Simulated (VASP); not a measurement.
C:

```
C
1.0
     0.00000    1.78340    1.78340
     1.78340    0.00000    1.78340
     1.78340    1.78340    0.00000
C
2
Direct
  0.50000 0.50000 0.50000
  0.75000 0.75000 0.75000
```

* Program: VASP 6.6.1
* Task: relaxation of cell and atoms
* Functional: LDA
* Potentials or basis: VASP PAW LDA potentials, release 64 (C)
* Cutoff: 600 eV
* k mesh: 8 × 8 × 8
* Occupations: fermi-dirac, width 0.05 eV
* Spin: no spin polarisation

At the start: pressure -12.4 GPa; volume 5.67 Å³/atom.

Problem. Where does the relaxation end?

Solution. Over 3 steps the energy falls by 6.2 meV/atom and the volume is 5.52 Å³/atom (-2.7 %); space group Fd-3m (No. 227, to 0.05 Å).

The path:
| step | energy change (eV) | largest force (eV/Å) | pressure (GPa) | volume (Å³) |
| --- | --- | --- | --- | --- |
| 1 | 0.0000 | 0.0000 | -12.38 | 11.34 |
| 2 | 0.0090 | 0.0000 | 17.97 | 10.64 |
| 3 | -0.0124 | 0.0000 | -0.11 | 11.03 |

Final structure:
```cif
data_structure
_symmetry_space_group_name_H-M 'P 1'
_symmetry_Int_Tables_number 1
_cell_length_a 2.4989
_cell_length_b 2.4989
_cell_length_c 2.4989
_cell_angle_alpha 60.000
_cell_angle_beta 60.000
_cell_angle_gamma 60.000
_cell_volume 11.03
loop_
_atom_site_label
_atom_site_type_symbol
_atom_site_fract_x
_atom_site_fract_y
_atom_site_fract_z
_atom_site_occupancy
C1 C 0.50000 0.50000 0.50000 1
C2 C 0.75000 0.75000 0.75000 1
```
